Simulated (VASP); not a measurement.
# Pb: relaxation of cell and atoms with r2SCAN

The system is Pb.

```
Pb
1.0
     0.00000    2.49475    2.49475
     2.49475    0.00000    2.49475
     2.49475    2.49475    0.00000
Pb
1
Direct
  0.00000 0.00000 0.00000
```

| Property | Result |
| --- | --- |
| Program | VASP 6.6.1 |
| Task | relaxation of cell and atoms |
| Functional | r2SCAN |
| Potentials or basis | VASP PAW PBE potentials, release 64 (Pb_d) |
| Cutoff | 600 eV |
| k mesh | 14 × 14 × 14 |
| Occupations | gaussian, width 0.1 eV |
| Spin | no spin polarisation |
| Dipole correction | no |
| Further INCAR settings | ALGO = Normal; EDIFF = 1e-06; IBRION = 2; EDIFFG = -0.005; NSW = 100; ISIF = 3 |

```yaml
Relaxed_volume: 31.20 Å³/atom
Relaxed_cell: a = 3.534 Å, b = 3.534 Å, c = 3.534 Å, α = 60.00°, β = 60.00°, γ = 60.00°
Space_group_after_relaxing_to_0.1_Å: Fm-3m (No. 225)
Energy_gained_by_relaxing: 0.1 meV/atom
Ionic_steps: 3
Pressure_after_relaxing: 0.0 GPa
Band_gap_on_the_k_mesh: zero (bands 7 and 8 overlap by 9.03 eV)
```

Final structure:
```xyz
1
Lattice="0.0000 2.4986 2.4986 2.4986 0.0000 2.4986 2.4986 2.4986 0.0000" Properties=species:S:1:pos:R:3 pbc="T T T"
Pb    0.0000    0.0000    0.0000
```

Levels at points of the mesh, in eV from the Fermi level:
```csv
k point,band 4,band 5,band 6,band 7,band 8,band 9,band 10,band 11
"(0.00, 0.00, 0.00)",-17.60,-17.60,-12.13,7.47,7.47,7.47,10.37,11.88
"(0.50, 0.00, 0.00)",-17.46,-17.46,-8.49,-4.27,5.60,5.60,9.77,9.91
"(0.50, 0.50, 0.00)",-17.43,-17.43,-7.05,-3.37,2.06,2.06,5.80,6.90
```

It took 4.6 min on 1 thread of Intel(R) Xeon(R) Platinum 8488C (Sapphire Rapids), on a shared host, peak memory 0.19 GiB.

Caveat: the PAW data sets were made with another functional, which shifts forces and pressure a little; spin-orbit coupling is left out, which moves the levels of the heavy elements.
